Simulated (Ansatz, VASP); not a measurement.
# SiO2: VASP beside Ansatz

File INCAR:

```
PREC = Accurate
ENCUT = 520
EDIFF = 1E-8
ISMEAR = -1
SIGMA = 0.03
LREAL = F
LASPH = T
NELM = 60
ALGO = Normal
ISIF = 2
LWAVE = F
LCHARG = F
GGA = PS
LEFG = T
NBANDS = 25
```

File KPOINTS:

```
Automatic mesh
0
Gamma
  7 7 7
```

POSCAR

```
SiO2
1.0
   -2.3265690000      2.3265690000      3.7440000000
    2.3265690000     -2.3265690000      3.7440000000
    2.3265690000      2.3265690000     -3.7440000000
Si O
2 4
Direct
    0.0000000000      0.0000000000      0.0000000000
    0.7500000000      0.2500000000      0.5000000000
    0.9983800000      0.6250000000      0.8733800000
    0.3750000000      0.2483800000      0.3733800000
    0.7516200000      0.1250000000      0.1266200000
    0.8750000000      0.0016200000      0.6266200000
```

Input for Ansatz:

```yaml
crystal:
  lattice:
    - [-2.326569, 2.326569, 3.744]
    - [2.326569, -2.326569, 3.744]
    - [2.326569, 2.326569, -3.744]
  atoms:
    - { symbol: Si, position: [0.0, 0.0, 0.0] }
    - { symbol: Si, position: [0.75, 0.25, 0.5] }
    - { symbol: O, position: [0.99838, 0.625, 0.87338] }
    - { symbol: O, position: [0.375, 0.24838, 0.37338] }
    - { symbol: O, position: [0.75162, 0.125, 0.12662] }
    - { symbol: O, position: [0.875, 0.00162, 0.62662] }
kpoints:
  mp_grid: { grid: [7, 7, 7] }
scf:
  occupations: { method: fermi_dirac, width: 0.03 }
hamiltonian:
  xc: pbesol
  pseudopotentials: { kind: all_electron, datasets: crystal }
output:
  forces: true
  stress: true
  eigenvalues: true
  efg: { contact_densities: true }
```

Change from the starting cell: equal xx and yy strain of -2 %, crystal datasets.

Alike in both runs: task electric field gradients; functional PBEsol; k mesh 7 × 7 × 7; occupations fermi-dirac, width 0.03 eV; no spin polarisation.

|  | VASP | Ansatz |
| --- | --- | --- |
| version | VASP 6.6.1 | Ansatz 0.2.0 |
| potentials or method | VASP PAW PBE potentials, release 64 (Si, O), cutoff 520 eV | all-electron PAW with datasets made for the crystal, scalar-relativistic |

|  | VASP | Ansatz | Ansatz less VASP |
| --- | --- | --- | --- |
| gap on the k mesh at the Fermi level (eV) | 6.19 | 6.20 | +0.009 |
| pressure (GPa) | 9.1 | 8.3 | -0.76 |
| traceless stress, the component that is largest in VASP (GPa) | -1.80 | -1.92 | -0.111 |
| rms of the force components (eV/Å) | 0.285 | 0.265 | -0.0204 |
| size of Vzz on the site where it differs most (V/Å²) | 77.5 | 79.8 | +2.24 |

VASP's potentials were made for PBE, not for PBEsol. Atom by atom the forces differ by 0.020 eV/Å (rms over components). Ansatz ran all-electron here, and VASP with PAW potentials.
